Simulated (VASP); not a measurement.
SnSe, 4 atoms in the cell. The structure is monoclinic, space group C2/m (No. 12). Conventional cell: a = 7.320 Å, b = 4.286 Å, c = 4.286 Å, α = 90.00°, β = 124.10°, γ = 90.00°. Sn (site symmetry 2/m) has 6 Se at 3.03 Å within 4.0 Å. Se (site symmetry 2/m) has 6 Sn at 3.03 Å within 4.0 Å.  This cell differs from its parent crystal: shear of c along a, cell held: +3.0 %.

| Quantity | Value |
| --- | --- |
| Program | VASP 6.6.1 |
| Task | single point |
| Functional | PBE |
| Potentials or basis | VASP PAW PBE potentials, release 64 (Sn_d, Se) |
| Cutoff | 520 eV |
| k mesh | 8 × 8 × 6 |
| Occupations | gaussian, width 0.02 eV |
| Spin | no spin polarisation |
| Dipole correction | no |
| Further INCAR settings | ALGO = Normal; EDIFF = 1e-06; NBANDS = 28 |

Potentials or basis: VASP PAW PBE potentials, release 64 (Sn_d, Se).

Run with:

```bash
$ cat potpaw_PBE.64/Sn_d/POTCAR potpaw_PBE.64/Se/POTCAR > POTCAR
$ mpirun -np 1 vasp_std > vasp.out
```

Hardware: 1 thread of Oxide Virtual Turin-like Processor (shared host).

Task: Estimate the wall time of this run.

Result: Run time: 5.9 min on 1 thread of Oxide Virtual Turin-like Processor, on a shared host, peak memory 0.42 GiB. Counts: scf iterations 13, k points 130.
